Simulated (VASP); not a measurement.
Write the native input for VASP 6.6.1 that does the following.

```yaml
Task: single point
Functional: revPBE
Potentials_or_basis: VASP PAW PBE potentials, release 64 (Ni)
Cutoff: 520 eV
k_mesh: 18 × 18 × 18
Occupations: fermi-dirac, width 0.1 eV
Spin: no spin polarisation
Dipole_correction: no
Further_INCAR_settings: ALGO = Normal; EDIFF = 1e-07; NBANDS = 11
```

The structure of Ni lies in POSCAR:

```
Ni
1.0
   -1.4617263399      1.4617263399      1.4617263399
    1.4617263399     -1.4617263399      1.4617263399
    1.4617263399      1.4617263399     -1.4617263399
Ni
1
Direct
    0.0000000000      0.0000000000      0.0000000000
```

This cell differs from its parent crystal: volume scaled by 1.12.

These files were run (other wordings do the same):

INCAR

```
PREC = Accurate ; ENCUT = 520
EDIFF = 1E-7 ; ISMEAR = -1
SIGMA = 0.1 ; LREAL = F
LASPH = T ; NELM = 80
ALGO = Normal ; ISIF = 2
LWAVE = F ; LCHARG = T
GGA = RE ; LELF = T
LVHAR = T ; NBANDS = 11
```

KPOINTS

```
regular mesh
0
Gamma
  18 18 18
```

Potentials or basis: VASP PAW PBE potentials, release 64 (Ni).

Command:

```sh
$ cat potpaw_PBE.64/Ni/POTCAR > POTCAR
$ mpirun -np 1 vasp_std > vasp.out
```

Results of the run:

The pressure is -15.2 GPa and the band gap on the k mesh is zero (band 5 reaches 7.77 eV, above the bottom of band 6 at 6.96 eV).

Caveat: the PAW data sets were made with another functional, which shifts forces and pressure a little; the run has no spin polarisation, though such a crystal can be magnetic.

It took 41 s on 1 thread of Intel Xeon 8259CL, on a shared host, peak memory 0.14 GiB.
